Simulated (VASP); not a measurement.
Crystal: Mn3Si.

```xyz
4
Lattice="0.0000 2.8610 2.8610 2.8610 0.0000 2.8610 2.8610 2.8610 0.0000" Properties=species:S:1:pos:R:3 pbc="T T T"
Mn    2.8610    2.8610    2.8610
Mn    1.4305    1.4305    1.4305
Mn    4.2915    4.2915    4.2915
Si    0.0000    0.0000    0.0000
```

Program: VASP 6.6.1. Alike in all runs: task single point; potentials or basis VASP PAW LDA potentials, release 64 (Mn_pv, Si); cell as given; k mesh 10 × 10 × 10; cutoff (eV) 520; smearing fermi-dirac 0.05 eV.

Task: Order these runs on this cell by their pressure, lowest first.
A. level LDA+U; spin collinear, ferrimagnetic start; U Mn d U = 8.0 eV; fixed moment (μB) 0.63
B. level LDA; spin collinear, ferrimagnetic start; fixed moment (μB) 0.94
C. level LDA; spin collinear, zero start; fixed moment (μB) 0.0
D. level LDA; spin collinear, ferrimagnetic start; fixed moment (μB) 0.42

Result: C (-30.4 GPa), D (-26.3 GPa), B (-24.1 GPa), A (21.1 GPa).

Caveats: the total moment is fixed, so each spin has its own Fermi level; the cell stands under tension (at least some runs); the cell stands under pressure (at least some runs); the U is typed as a test and isn't derived for this compound (at least some runs).
